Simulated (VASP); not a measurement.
Set up this calculation in VASP 6.6.1, as the native input.

```yaml
Task: relaxation of cell and atoms
Functional: PBE
Potentials_or_basis: VASP PAW PBE potentials, release 64 (As, Ga_d)
Cutoff: 600 eV
k_mesh: 8 × 8 × 8
Occupations: gaussian, width 0.01 eV
Spin: no spin polarisation
Dipole_correction: no
Further_INCAR_settings: ALGO = Normal; EDIFF = 1e-06; IBRION = 2; EDIFFG = -0.02; NSW = 80; ISIF = 3
```

The structure of GaAs lies in POSCAR:

```
GaAs
1.0
    0.0000000000      2.8268500000      2.8268500000
    2.8268500000      0.0000000000      2.8268500000
    2.8268500000      2.8268500000      0.0000000000
As Ga
1 1
Direct
    0.7500000000      0.7500000000      0.7500000000
    0.0000000000      0.0000000000      0.0000000000
```

These files were run (other wordings do the same):

INCAR

```
  ALGO = Normal
  EDIFF = 1E-6
  EDIFFG = -0.02
  ENCUT = 600
  GGA = PE
  IBRION = 2
  ISIF = 3
  ISMEAR = 0
  LASPH = True
  LCHARG = False
  LREAL = False
  LWAVE = False
  NELM = 100
  NSW = 80
  PREC = Accurate
  SIGMA = 0.01
```

KPOINTS

```
k-points
0
Gamma
  8 8 8
```

Potentials or basis: VASP PAW PBE potentials, release 64 (As, Ga_d).

Command:

```sh
$ cat potpaw_PBE.64/As/POTCAR potpaw_PBE.64/Ga_d/POTCAR > POTCAR
$ mpirun -np 1 vasp_std > vasp.out
```

It gave:

```
Relaxed volume                        : 23.76 Å³/atom
Relaxed cell                          : a = 4.066 Å, b = 4.066 Å, c = 4.066 Å, α = 60.00°, β = 60.00°, γ = 60.00°
Space group after relaxing (to 0.1 Å) : F-43m (No. 216)
Energy gained by relaxing             : 11.9 meV/atom
Ionic steps                           : 3
Pressure after relaxing               : -0.1 GPa
Band gap on the k mesh                : 0.15 eV
```

Run time: 46 s on 1 thread of Intel Xeon 8259CL (shared host), peak memory 0.2 GiB.
